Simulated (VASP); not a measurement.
# HfO2 (P2_1/c) in VASP: single point with PBE

Aim: the single point of HfO2 with PBE.

Program: VASP 6.6.1. These are calculated values, not measurements. Logs are shortened: lines on timing, memory, paths and dates and some standing lists are left out, and cuts for length are marked.

## (1) The cell of the first run

Symmetry: P2_1/c, No. 14, monoclinic system. Conventional cell: a = 5.118 Å, b = 5.186 Å, c = 5.233 Å, α = 90.00°, β = 99.44°, γ = 90.00°. Within 2.7 Å of Hf (site symmetry 1) lie 7 O at 2.05 to 2.23 Å. O (site symmetry 1) has 4 Hf at 2.13 to 2.23 Å and 9 O at 2.54 to 3.20 Å within 3.2 Å. Within 3.2 Å of O (site symmetry 1) lie 3 Hf at 2.05 to 2.15 Å and 10 O at 2.54 to 3.20 Å.

## (2) Single point, PBE (z stretched by -1 %, then relaxed in part)

Input file INCAR:

```
SYSTEM = HfO2
PREC = Accurate
ENCUT = 520
EDIFF = 1E-6
ISMEAR = -1
SIGMA = 0.02
LREAL = .False.
LASPH = .True.
NELM = 100
ALGO = Normal
ISIF = 2
LWAVE = .False.
LCHARG = .True.
GGA = PE
LELF = .True.
LVHAR = .True.
NBANDS = 56
```

Input file KPOINTS:

```
Automatic mesh
0
Gamma
  6 6 6
  0 0 0
```

Input file POSCAR:

```
HfO2
1.0
    5.1180000000      0.0000000000      0.0000000000
    0.0000000000      5.1857000000      0.0000000000
   -0.8586630598      0.0000000000      5.1617284692
Hf O
4 8
Direct
    0.2766826137      0.0412794756      0.2079196528
    0.7233173863      0.5412794756      0.2920803472
    0.7233173863      0.9587205244      0.7920803472
    0.2766826137      0.4587205244      0.7079196528
    0.4461481576      0.7588258311      0.4824582356
    0.5538518424      0.2588258311      0.0175417644
    0.5538518424      0.2411741689      0.5175417644
    0.4461481576      0.7411741689      0.9824582356
    0.0758167349      0.3465182453      0.3318677575
    0.9241832651      0.8465182453      0.1681322425
    0.9241832651      0.6534817547      0.6681322425
    0.0758167349      0.1534817547      0.8318677575
```

Potentials or basis: VASP PAW PBE potentials, release 64 (Hf_pv, O).

Command:

```console
> cat potpaw_PBE.64/Hf_pv/POTCAR potpaw_PBE.64/O/POTCAR > POTCAR
> mpirun -np 1 vasp_std > vasp.out
```

OUTCAR:

```text
SYSTEM = HfO2
   PREC = Accurate
   ENCUT = 520
   EDIFF = 1E-6
   ISMEAR = -1
   LREAL = .False.
   LASPH = .True.
   NELM = 100
   ISIF = 2
   GGA = PE

 ion  position               nearest neighbor table
   1  0.277  0.041  0.208-  10 2.05   9 2.05   5 2.13  12 2.15   6 2.18   8 2.21   7 2.23   3 3.30
                             4 3.40   4 3.40   3 3.43   2 3.44   2 3.44   3 3.53
   2  0.723  0.541  0.292-   9 2.05  10 2.05   6 2.13  11 2.15   5 2.18   7 2.21   8 2.23   4 3.30
                             3 3.40   3 3.40   4 3.43   1 3.44   1 3.44   4 3.53
   3  0.723  0.959  0.792-  12 2.05  11 2.05   7 2.13  10 2.15   8 2.18   6 2.21   5 2.23   1 3.30
                             2 3.40   2 3.40   1 3.43   4 3.44   4 3.44   1 3.53
   4  0.277  0.459  0.708-  11 2.05  12 2.05   8 2.13   9 2.15   7 2.18   5 2.21   6 2.23   2 3.30
                             1 3.40   1 3.40   2 3.43   3 3.44   3 3.44   2 3.53
   5  0.446  0.759  0.482-   1 2.13   2 2.18   4 2.21   3 2.23
   6  0.554  0.259  0.018-   2 2.13   1 2.18   3 2.21   4 2.23
   7  0.554  0.241  0.518-   3 2.13   4 2.18   2 2.21   1 2.23
   8  0.446  0.741  0.982-   4 2.13   3 2.18   1 2.21   2 2.23
   9  0.076  0.347  0.332-   2 2.05   1 2.05   4 2.15
  10  0.924  0.847  0.168-   1 2.05   2 2.05   3 2.15
  11  0.924  0.653  0.668-   4 2.05   3 2.05   2 2.15
  12  0.076  0.153  0.832-   3 2.05   4 2.05   1 2.15

  LATTYP: Found a simple monoclinic cell.
 ALAT       =     5.1180000000
 B/A-ratio  =     1.0132278234
 C/A-ratio  =     1.0224035134
 COS(beta)  =    -0.1640968200

  Lattice vectors:

 A1 = (   5.1180000000,   0.0000000000,   0.0000000000)
 A2 = (   0.0000000000,   5.1857000000,   0.0000000000)
 A3 = (  -0.8586630598,   0.0000000000,   5.1617284692)

Analysis of symmetry for initial positions (statically):
=====================================================================
 Subroutine PRICEL returns:
 Original cell was already a primitive cell.

 Routine SETGRP: Setting up the symmetry group for a
 simple monoclinic supercell.

 Subroutine GETGRP returns: Found  4 space group operations
 (whereof  2 operations were pure point group operations)
 out of a pool of  4 trial point group operations.

The static configuration has the point symmetry S_2 .
 The point group associated with its full space group is C_2h.

Analysis of symmetry for dynamics (positions and initial velocities):
=====================================================================
 Subroutine PRICEL returns:
 Original cell was already a primitive cell.

 Routine SETGRP: Setting up the symmetry group for a
 simple monoclinic supercell.

 Subroutine GETGRP returns: Found  4 space group operations
 (whereof  2 operations were pure point group operations)
 out of a pool of  4 trial point group operations.

The dynamic configuration has the point symmetry S_2 .
 The point group associated with its full space group is C_2h.

 Subroutine INISYM returns: Found  4 space group operations
 (whereof  2 operations are pure point group operations),
 and found     1 'primitive' translations

----------------------------------------------------------------------------------------

                                     Primitive cell

  volume of cell :     136.9944

  direct lattice vectors                    reciprocal lattice vectors
     5.118000000  0.000000000  0.000000000     0.195388824  0.000000000  0.032503292
     0.000000000  5.185700000  0.000000000     0.000000000  0.192837997  0.000000000
    -0.858663060  0.000000000  5.161728469     0.000000000  0.000000000  0.193733554

  length of vectors
     5.118000000  5.185700000  5.232661181     0.198073866  0.192837997  0.193733554

  position of ions in fractional coordinates (direct lattice)
     0.276682614  0.041279476  0.207919653
     0.723317386  0.541279476  0.292080347
     0.723317386  0.958720524  0.792080347
     0.276682614  0.458720524  0.707919653
     0.446148158  0.758825831  0.482458236
     0.553851842  0.258825831  0.017541764
     0.553851842  0.241174169  0.517541764
     0.446148158  0.741174169  0.982458236
     0.075816735  0.346518245  0.331867757
     0.924183265  0.846518245  0.168132243
     0.924183265  0.653481755  0.668132243
     0.075816735  0.153481755  0.831867757

  ion indices of the primitive-cell ions
   primitive index   ion index
                 1           1
                 2           2
                 3           3
                 4           4
                 5           5
                 6           6
                 7           7
                 8           8
                 9           9
                10          10
                11          11
                12          12

----------------------------------------------------------------------------------------

 KPOINTS: Automatic mesh

Automatic generation of k-mesh.
 Grid dimensions read from file:
 generate k-points for:    6    6    6

 Generating k-lattice:

  Cartesian coordinates                     Fractional coordinates (reciprocal lattice)
     0.032564804  0.000000000  0.005417215     0.166666667  0.000000000 -0.000000000
     0.000000000  0.032139666  0.000000000     0.000000000  0.166666667  0.000000000
     0.000000000  0.000000000  0.032288926     0.000000000  0.000000000  0.166666667

  Length of vectors
     0.033012311  0.032139666  0.032288926

  Shift w.r.t. Gamma in fractional coordinates (k-lattice)
     0.000000000  0.000000000  0.000000000

 Subroutine IBZKPT returns following result:
 ===========================================

 Found     80 irreducible k-points:

 Following reciprocal coordinates:
            Coordinates               Weight
  0.000000  0.000000  0.000000      1.000000
  0.166667  0.000000 -0.000000      2.000000
  0.333333  0.000000  0.000000      2.000000
  0.500000  0.000000  0.000000      1.000000
  0.000000  0.166667  0.000000      2.000000
  0.166667  0.166667 -0.000000      4.000000
[... 16 lines left out ...]
  0.000000  0.166667  0.166667      4.000000
  0.166667  0.166667  0.166667      4.000000
 [... further k-points ...]
   k-points           NKPTS =     80   k-points in BZ     NKDIM =     80   number of bands    NBANDS=     56
   number of dos      NEDOS =    301   number of ions     NIONS =     12
   total plane-waves  NPLWV =  64000
   dimension x,y,z NGX =    40 NGY =   40 NGZ =   40
   dimension x,y,z NGXF=    80 NGYF=   80 NGZF=   80
   ions per type =               4   8
   NGX,Y,Z   is equivalent  to a cutoff of  12.99, 12.82, 12.71 a.u.
   NGXF,Y,Z  is equivalent  to a cutoff of  25.99, 25.65, 25.42 a.u.
 SYSTEM =  HfO2
   PREC   = accura    normal or accurate (medium, high low for compatibility)
   ISTART =      0    job   : 0-new  1-cont  2-samecut
   ICHARG =      2    charge: 1-file 2-atom 10-const
   ISPIN  =      1    spin polarized calculation?
   LNONCOLLINEAR =      F non collinear calculations
   LSORBIT =      F    spin-orbit coupling
   LASPH  =      T    aspherical Exc in radial PAW
   ENCUT  =  520.0 eV  38.22 Ry    6.18 a.u.   9.52  9.64  9.73*2*pi/ulx,y,z
   NELM   =    100;   NELMIN=  2; NELMDL= -5     # of ELM steps
   EDIFF  = 0.1E-05   stopping-criterion for ELM
   LREAL  =      F    real-space projection
   EDIFFG = 0.1E-04   stopping-criterion for IOM
   NSW    =      0    number of steps for IOM
   IBRION =     -1    ionic relax: 0-MD 1-quasi-New 2-CG
   NFREE  =      0    steps in history (QN), initial steepest desc. (CG)
   ISIF   =      2    stress and relaxation
   ISYM   =      2    0-nonsym 1-usesym 2-fastsym
   POTIM  = 0.5000    time-step for ionic-motion
   TEBEG  =    0.0;   TEEND  =   0.0 temperature during run
   PSTRESS=    0.0 pullay stress
   NELECT =      88.0000    total number of electrons
   NUPDOWN=      -1.0000    fix difference up-down
   EMIN   =  10.00;   EMAX   =-10.00  energy-range for DOS
   EFERMI =   0.00;   METHOD = LEGACY
   ISMEAR =    -1;   SIGMA  =   0.02  broadening in eV -4-tet -1-fermi 0-gaus
   EFERMI_NEDOS =   21; number of points for ismear=-14 and -15
   IALGO  =     38    algorithm
   IMIX   =      4    mixing-type and parameters
     AMIX     =   0.40;   BMIX     =  1.00
     AMIX_MAG =   1.60;   BMIX_MAG =  1.00
  volume/ion in A,a.u.               =      11.42        77.04
  Fermi-wavevector in a.u.,A,eV,Ry     =   1.412542  2.669318 27.147373  1.995276
  Thomas-Fermi vector in A             =   2.534280
   LORBIT       =      0    0 simple, 1 ext, 2 COOP (PROOUT), +10 PAW based schemes
   GGA     = PE    functional components
[... 5 lines left out ...]
 non-spin polarized calculation
  energy-cutoff  :      520.00
  volume of cell :      136.99
 maximum number of plane-waves:      3719
 NGX is ok and might be reduce to    40
   NGX = 19   NGY = 19   NGZ = 19

 number of electron      87.9999974 magnetization

 Free energy of the ion-electron system (eV)
  ---------------------------------------------------
  ext. energy  EPLUGINS =         0.00000000
  ---------------------------------------------------
  free energy    TOTEN  =      -122.01694148 eV

  energy without entropy =     -122.01694148  energy(sigma->0) =     -122.01694148

 E-fermi :   3.6104     XC(G=0): -11.4964

 val. band max:        3.1808264853   @ k =   0.0000   0.0000   0.0000
 cond. band min:       7.2392629096   @ k =   0.5000   0.0000   0.0000
 fundamental gap:      4.0584364243
 Fermi energy:         3.6103920621

 k-point     1 :       0.0000    0.0000    0.0000
  band No.  band energies     occupation
      1     -26.3704      2.00000
      2     -26.3402      2.00000
      3     -26.3143      2.00000
      4     -26.1191      2.00000
      5     -26.0590      2.00000
      6     -26.0127      2.00000
[... 1405 lines left out ...]
     55      10.4106      0.00000
     56      10.9042      0.00000

 [... further k-points ...]

------------------------ aborting loop because EDIFF is reached ----------------------------------------

  FORCE on cell =-STRESS in cart. coord.  units (eV):
  Direction    XX          YY          ZZ          XY          YZ          ZX
  --------------------------------------------------------------------------------------
  -------------------------------------------------------------------------------------
  Total        1.8239945      3.2239498      3.4163545      0.0000000      0.0000000     -0.1233499
  in kB       21.3319861     37.7047466     39.9549583      0.0000000      0.0000000     -1.4426018
  external PRESSURE =      32.9972304 kB  Pullay stress =       0.0000000 kB

 VOLUME and BASIS-vectors are now :
 -----------------------------------------------------------------------------
  energy-cutoff  :      520.00
  volume of cell :      136.99
      direct lattice vectors                 reciprocal lattice vectors
     5.118000000  0.000000000  0.000000000     0.195388824  0.000000000  0.032503292
     0.000000000  5.185700000  0.000000000     0.000000000  0.192837997  0.000000000
    -0.858663060  0.000000000  5.161728469     0.000000000  0.000000000  0.193733554

 POSITION                                       TOTAL-FORCE (eV/Angst)
 -----------------------------------------------------------------------------------
      1.23753      0.21406      1.07322        -0.039858      0.030137     -0.058686
      3.45114      2.80691      1.50764         0.039858      0.030137      0.058686
      3.02181      4.97164      4.08850         0.039858     -0.030137      0.058686
      0.80820      2.37879      3.65409        -0.039858     -0.030137     -0.058686
      1.86912      3.93504      2.49032         0.050162      0.001629     -0.003562
      2.81955      1.34219      0.09055        -0.050162      0.001629      0.003562
      2.39022      1.25066      2.67141        -0.050162     -0.001629      0.003562
      1.43979      3.84351      5.07118         0.050162     -0.001629     -0.003562
      0.10307      1.79694      1.71301        -0.002309     -0.013291      0.052080
      4.58560      4.38979      0.86785         0.002309     -0.013291     -0.052080
      4.15627      3.38876      3.44872         0.002309      0.013291     -0.052080
     -0.32626      0.79591      4.29388        -0.002309      0.013291      0.052080
 -----------------------------------------------------------------------------------
    total drift:                                0.000000     -0.000000      0.000000

  FREE ENERGIE OF THE ION-ELECTRON SYSTEM (eV)
  ---------------------------------------------------
  free  energy   TOTEN  =      -122.0169414797 eV

  energy  without entropy=     -122.0169414797  energy(sigma->0) =     -122.01694148
```

It took 9.8 min on 1 thread of Intel Xeon Platinum 8259CL at 2.50GHz (Skylake/Cascade Lake), shared host; peak memory 0.54 GiB.

What came out:

| Property | Result |
| --- | --- |
| Free energy | -122.0169 eV |
| Pressure | 3.3 GPa |
| Largest force | 0.077 eV/Å |
| Band gap on the k mesh | 4.06 eV (least direct gap 4.15 eV) |

Forces on the atoms (eV/Å):
```
Hf  -0.040  0.030 -0.059
Hf   0.040  0.030  0.059
Hf   0.040 -0.030  0.059
Hf  -0.040 -0.030 -0.059
O    0.050  0.002 -0.004
O   -0.050  0.002  0.004
O   -0.050 -0.002  0.004
O    0.050 -0.002 -0.004
O   -0.002 -0.013  0.052
O    0.002 -0.013 -0.052
O    0.002  0.013 -0.052
O   -0.002  0.013  0.052
```

Caveat: the cell differs from its parent crystal (z stretched by -1 %, then relaxed in part); the cell stands under pressure; spin-orbit coupling is left out, which moves the levels of the heavy elements.
